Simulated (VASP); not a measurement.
# TiC (P1) in VASP: single point with PBEsol

Aim: the single point of TiC with PBEsol.

Everything below comes from runs of VASP 6.6.1. Logs are shortened: lines on timing, memory, paths and dates and some standing lists are left out, and cuts for length are marked.

## 1. The cell of the first run

The typed cell holds 4 atoms: a = 2.998 Å, b = 3.072 Å, c = 4.339 Å, α = 90.74°, β = 89.68°, γ = 90.43°.

## 2. Single point, PBEsol (atoms moved at random and the cell strained at random)

INCAR reads:

```
SYSTEM = TiC
  PREC = Accurate
  ENCUT = 520
  EDIFF = 1E-7
  ISMEAR = 0
  SIGMA = 0.15
  LREAL = .False.
  LASPH = .True.
  NELM = 80
  ALGO = Normal
  ISIF = 2
  LWAVE = .False.
  LCHARG = .True.
  GGA = PS
  LELF = .True.
  LVHAR = .True.
  NBANDS = 24
```

KPOINTS reads:

```
regular mesh
0
Gamma
  12 12 8
  0 0 0
```

POSCAR reads:

```
TiC
1.0
    0.0084555233     -2.1277801554     -2.1115507916
   -0.0198803906      2.1801303725     -2.1639010087
    4.3389454297     -0.0283359139      0.0114248673
Ti C
2 2
Direct
    0.3918318035      0.4811808223      0.5558691528
   -0.0023850254     -0.0557095852     -0.0984313661
    0.6733804290      0.5224629026     -0.0128676496
   -0.0628272071      0.0520658603      0.5554298629
```

Potentials or basis: VASP PAW PBE potentials, release 64 (Ti_sv, C).

Started as:

```console
$ cat potpaw_PBE.64/Ti_sv/POTCAR potpaw_PBE.64/C/POTCAR > POTCAR
$ mpirun -np 1 vasp_std > vasp.out
```

OUTCAR:

```text
SYSTEM = TiC
   PREC = Accurate
   ENCUT = 520
   EDIFF = 1E-7
   ISMEAR = 0
   LREAL = .False.
   LASPH = .True.
   NELM = 80
   ISIF = 2
   GGA = PS

 ion  position               nearest neighbor table
   1  0.392  0.481  0.556-   4 1.89   3 2.06   4 2.11   4 2.23   2 2.37   4 2.39   2 2.53   2 2.74
                             2 2.90
   2  0.998  0.944  0.902-   4 1.55   3 1.66   3 2.06   1 2.37   3 2.45   1 2.53   1 2.74   1 2.90

   3  0.673  0.522  0.987-   2 1.66   1 2.06   2 2.06   2 2.45
   4  0.937  0.052  0.555-   2 1.55   1 1.89   1 2.11   1 2.23   1 2.39

  LATTYP: Found a triclinic cell.
 ALAT       =     4.2757875496
 B/A-ratio  =     0.7010857104
 C/A-ratio  =     1.2357302172
 COS(alpha) =     0.0001917490
 COS(beta)  =     0.4101489042
 COS(gamma) =     0.6956385211

  Lattice vectors:

 A1 = (   0.0114248673,  -0.0523502171,   4.2754518003)
 A2 = (  -0.0084555233,   2.1277801554,   2.1115507916)
 A3 = (  -4.3190650391,  -2.1517944586,   2.1524761414)

Analysis of symmetry for initial positions (statically):
=====================================================================
 Subroutine PRICEL returns:
 Original cell was already a primitive cell.

 Routine SETGRP: Setting up the symmetry group for a
 triclinic supercell.

 Subroutine GETGRP returns: Found  1 space group operations
 (whereof  1 operations were pure point group operations)
 out of a pool of  2 trial point group operations.

The static configuration has the point symmetry C_1 .

Analysis of symmetry for dynamics (positions and initial velocities):
=====================================================================
 Subroutine PRICEL returns:
 Original cell was already a primitive cell.

 Routine SETGRP: Setting up the symmetry group for a
 triclinic supercell.

 Subroutine GETGRP returns: Found  1 space group operations
 (whereof  1 operations were pure point group operations)
 out of a pool of  2 trial point group operations.

The dynamic configuration has the point symmetry C_1 .

 Subroutine INISYM returns: Found  1 space group operations
 (whereof  1 operations are pure point group operations),
 and found     1 'primitive' translations

----------------------------------------------------------------------------------------

                                     Primitive cell

  volume of cell :      39.9500

  direct lattice vectors                    reciprocal lattice vectors
     0.008455523 -2.127780155 -2.111550792    -0.000911350 -0.235014331 -0.236768577
[... 86 lines left out ...]
   LSORBIT =      F    spin-orbit coupling
   LASPH  =      T    aspherical Exc in radial PAW
   ENCUT  =  520.0 eV  38.22 Ry    6.18 a.u.   5.57  5.71  8.07*2*pi/ulx,y,z
   NELM   =     80;   NELMIN=  2; NELMDL= -5     # of ELM steps
   EDIFF  = 0.1E-06   stopping-criterion for ELM
   LREAL  =      F    real-space projection
   EDIFFG = 0.1E-05   stopping-criterion for IOM
   NSW    =      0    number of steps for IOM
   IBRION =     -1    ionic relax: 0-MD 1-quasi-New 2-CG
   NFREE  =      0    steps in history (QN), initial steepest desc. (CG)
   ISIF   =      2    stress and relaxation
   ISYM   =      2    0-nonsym 1-usesym 2-fastsym
   POTIM  = 0.5000    time-step for ionic-motion
   TEBEG  =    0.0;   TEEND  =   0.0 temperature during run
   PSTRESS=    0.0 pullay stress
   NELECT =      32.0000    total number of electrons
   NUPDOWN=      -1.0000    fix difference up-down
   EMIN   =  10.00;   EMAX   =-10.00  energy-range for DOS
   EFERMI =   0.00;   METHOD = LEGACY
   ISMEAR =     0;   SIGMA  =   0.15  broadening in eV -4-tet -1-fermi 0-gaus
   EFERMI_NEDOS =   21; number of points for ismear=-14 and -15
   IALGO  =     38    algorithm
   IMIX   =      4    mixing-type and parameters
     AMIX     =   0.40;   BMIX     =  1.00
     AMIX_MAG =   1.60;   BMIX_MAG =  1.00
  volume/ion in A,a.u.               =       9.99        67.40
  Fermi-wavevector in a.u.,A,eV,Ry     =   1.520382  2.873104 31.450683  2.311560
  Thomas-Fermi vector in A             =   2.629240
   LORBIT       =      0    0 simple, 1 ext, 2 COOP (PROOUT), +10 PAW based schemes
   GGA     = PS    functional components
   LHFCALC =     F    Hartree Fock is set to
   AEXX    =    0.0000 exact exchange contribution
   IVDW    =     0    specifies the selected vdW correction
   LEPSILON=     F    determine dielectric tensor
   LRPA    =     F    only Hartree local field effects (RPA)
 non-spin polarized calculation
 Gauss-broadening in eV      SIGMA  =   0.15
  energy-cutoff  :      520.00
  volume of cell :       39.95
 maximum number of plane-waves:      1094
 NGX is ok and might be reduce to    24
   NGX = 11   NGY = 11   NGZ = 17

 number of electron      31.9999995 magnetization

 Free energy of the ion-electron system (eV)
  ---------------------------------------------------
  ext. energy  EPLUGINS =         0.00000000
  ---------------------------------------------------
  free energy    TOTEN  =       -31.54303449 eV

  energy without entropy =      -31.54071715  energy(sigma->0) =      -31.54187582

 E-fermi :   9.2199     XC(G=0): -12.6440

 val. band max:        9.1517118761   @ k =   0.5000  -0.4167   0.2500
 cond. band min:       9.2312092507   @ k =  -0.0833   0.2500   0.5000
 fundamental gap:      0.0794973747
 Fermi energy:         9.2199446997

 k-point     1 :       0.0000    0.0000    0.0000
  band No.  band energies     occupation
      1     -47.2813      2.00000
      2     -45.7754      2.00000
      3     -23.8916      2.00000
      4     -23.6559      2.00000
      5     -23.5526      2.00000
      6     -22.7978      2.00000
[... 637 lines left out ...]
     23      15.2442      0.00000
     24      16.0071      0.00000

 [... further k-points ...]
[... 5 lines left out ...]
  --------------------------------------------------------------------------------------
  -------------------------------------------------------------------------------------
  Total       25.6566222      6.2102887     19.7150014     -0.8091655     -4.2663858      4.3952086
  in kB     1028.9477822    249.0609553    790.6616420    -32.4512336   -171.1015646    176.2679465
  external PRESSURE =     689.5567932 kB  Pullay stress =       0.0000000 kB

 VOLUME and BASIS-vectors are now :
 -----------------------------------------------------------------------------
  energy-cutoff  :      520.00
  volume of cell :       39.95
      direct lattice vectors                 reciprocal lattice vectors
     0.008455523 -2.127780155 -2.111550792    -0.000911350 -0.235014331 -0.236768577
    -0.019880391  2.180130372 -2.163901009     0.002106191  0.229336708 -0.231090954
     4.338945430 -0.028335914  0.011424867     0.230482175  0.001508770 -0.000597421

 POSITION                                       TOTAL-FORCE (eV/Angst)
 -----------------------------------------------------------------------------------
      2.40563      0.19955     -1.86225        -5.242842     -2.600926     -3.810240
      3.90152     -0.08958     -4.13957        17.182424     -0.157765     -7.749909
      4.27842     -0.32174     -2.54116         2.113286      1.249286      9.597136
      2.41687     -1.89633     -2.08521       -14.052867      1.509405      1.963013
 -----------------------------------------------------------------------------------
    total drift:                                0.000726     -0.000168      0.000368

  FREE ENERGIE OF THE ION-ELECTRON SYSTEM (eV)
  ---------------------------------------------------
  free  energy   TOTEN  =       -31.5430344914 eV

  energy  without entropy=      -31.5407171468  energy(sigma->0) =      -31.54187582
```

Run time: 7 min. Hardware: 1 thread of Oxide Virtual Turin-like, shared host; peak memory 0.49 GiB.

What came out:

```yaml
Free_energy: -31.5430 eV
Pressure: 69.0 GPa
Largest_force: 18.850 eV/Å
Band_gap_on_the_k_mesh: 0.08 eV, indirect (least direct gap 0.33 eV)
```

Forces on the atoms (eV/Å):
```
Ti   -5.243  -2.601  -3.810
Ti   17.182  -0.158  -7.750
C     2.113   1.249   9.597
C   -14.053   1.509   1.963
```

Caveat: the cell differs from its parent crystal (atoms moved at random and the cell strained at random); the PAW data sets were made with another functional, which shifts forces and pressure a little.
